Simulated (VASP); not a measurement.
Si2Mo (mp):

```xyz
3
Lattice="-1.6000 1.6000 3.9305 1.6000 -1.6000 3.9305 1.6000 1.6000 -3.9305" Properties=species:S:1:pos:R:3 pbc="T T T"
Si    0.0000    0.0000    2.6177
Si    0.0000    0.0000    5.2433
Mo    0.0000    0.0000    0.0000
```

| Quantity | Value |
| --- | --- |
| Program | VASP 6.6.1 |
| Task | relaxation of cell and atoms |
| Functional | PBE |
| Potentials or basis | VASP PAW PBE potentials, release 64 (Si, Mo_sv) |
| Cutoff | 600 eV |
| k mesh | 18 × 18 × 18 |
| Occupations | methfessel-paxton, width 0.2 eV |
| Spin | no spin polarisation |

At the start: pressure 2.3 GPa; volume 13.42 Å³/atom.

Q: Where does the relaxation end?

A: Over 7 steps the energy falls by 2.9 meV/atom and the volume is 13.59 Å³/atom (+1.3 %); space group I4/mmm (No. 139, to 0.05 Å).

Step by step:
```csv
step,energy change (eV),largest force (eV/Å),pressure (GPa),volume (Å³)
1,0.0000,0.2824,2.35,40.25
2,-0.0020,0.0865,-3.18,41.40
3,-0.0068,0.1737,-0.73,40.87
4,-0.0086,0.0189,0.17,40.74
5,-0.0087,0.0149,0.01,40.76
6,-0.0087,0.0038,0.00,40.76
7,-0.0087,0.0001,0.01,40.76
```

Final structure:
```
CELL_PARAMETERS angstrom
-1.60883 1.60883 3.93671
1.60883 -1.60883 3.93671
1.60883 1.60883 -3.93671
ATOMIC_POSITIONS crystal
Si 0.33510 0.33510 0.00000
Si 0.66490 0.66490 0.00000
Mo 0.00000 0.00000 0.00000
```
